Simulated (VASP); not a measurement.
A run of VASP 6.6.1:

Contents of INCAR:

```
ALGO     = Normal         # electronic algorithm
EDIFF    = 1E-6           # SCF threshold, eV
ENCUT    = 520            # plane-wave cutoff, eV
GGA      = CA             # functional
ISIF     = 2              # what is computed and relaxed
ISMEAR   = -1             # smearing method
LASPH    = True           # aspherical terms in the spheres
LCHARG   = False          # write CHGCAR
LREAL    = False          # projectors in reciprocal space
LWAVE    = False          # write WAVECAR
NBANDS   = 25             # bands
NELM     = 100            # most SCF steps
PREC     = Accurate       # precision mode
SIGMA    = 0.05           # smearing width, eV
```

File KPOINTS:

```
k-points
0
Gamma
  7 7 4
```

POSCAR

```
CuO
1.0
    2.0127085132     -2.0234827977      0.0000000000
    2.0127085132      2.0234827977      0.0000000000
    0.0000000000      0.0000000000      5.0473890505
Cu O
2 2
Direct
    0.5000000000      0.0000000000      0.0000000000
    0.0000000000      0.5000000000      0.5000000000
    0.5000000000      0.5000000000      0.2500000000
    0.5000000000      0.5000000000      0.7500000000
```

Potentials or basis: VASP PAW LDA potentials, release 64 (Cu, O).

Command:

```sh
$ cat potpaw_LDA.64/Cu/POTCAR potpaw_LDA.64/O/POTCAR > POTCAR
$ mpirun -np 1 vasp_std > vasp.out
```

Hardware: 1 thread of Intel(R) Xeon(R) Platinum 8259CL CPU @ 2.50GHz (Skylake/Cascade Lake), on a shared host.

Question: Estimate the wall time of this run.

Answer: Run time: 45 s on 1 thread of Intel(R) Xeon(R) Platinum 8259CL CPU @ 2.50GHz (Skylake/Cascade Lake) (shared host), peak memory 0.17 GiB. Counts: scf iterations 14, k points 48.
